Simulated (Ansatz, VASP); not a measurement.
One calculation of MnAs, two programs

```
CELL_PARAMETERS angstrom
3.57076 0.00000 0.00000
-1.78538 3.09237 0.00000
0.00000 0.00000 5.33629
ATOMIC_POSITIONS crystal
Mn 0.00000 0.00000 0.00000
Mn 0.00000 0.00000 0.50000
As 0.33333 0.66667 0.25000
As 0.66667 0.33333 0.75000
```

Alike in both runs: functional PBEsol; k mesh 10 × 10 × 6; occupations fermi-dirac, width 0.1 eV; collinear spin.

Ansatz relaxed the structure, and its values are those at the end. VASP's run is a single point on that final structure, the one shown.

|  | VASP | Ansatz |
| --- | --- | --- |
| version | VASP 6.6.1 | Ansatz 0.2.0 |
| potentials or method | VASP PAW PBE potentials, release 64 (Mn_pv, As) | PAW with Ansatz's default frozen-core files, scalar-relativistic |
| plane-wave cutoff (eV) | 520 | 420 |
| valence electrons in the cell | 36 | 60 |

```tsv
	VASP	Ansatz	Ansatz less VASP
pressure (GPa)	0.3	0.0	-0.33
net moment per atom (μB)	1.20	1.20	+0.004
size of the moment on the site where the two differ most (μB)	2.45	2.38	-0.066
```

VASP's potentials were made for PBE, not for PBEsol. Site moments also hang on the region over which each program counts them. VASP's potentials hold 36 valence electrons a cell and Ansatz's 60, so a difference there can come from the potentials and not from the codes.
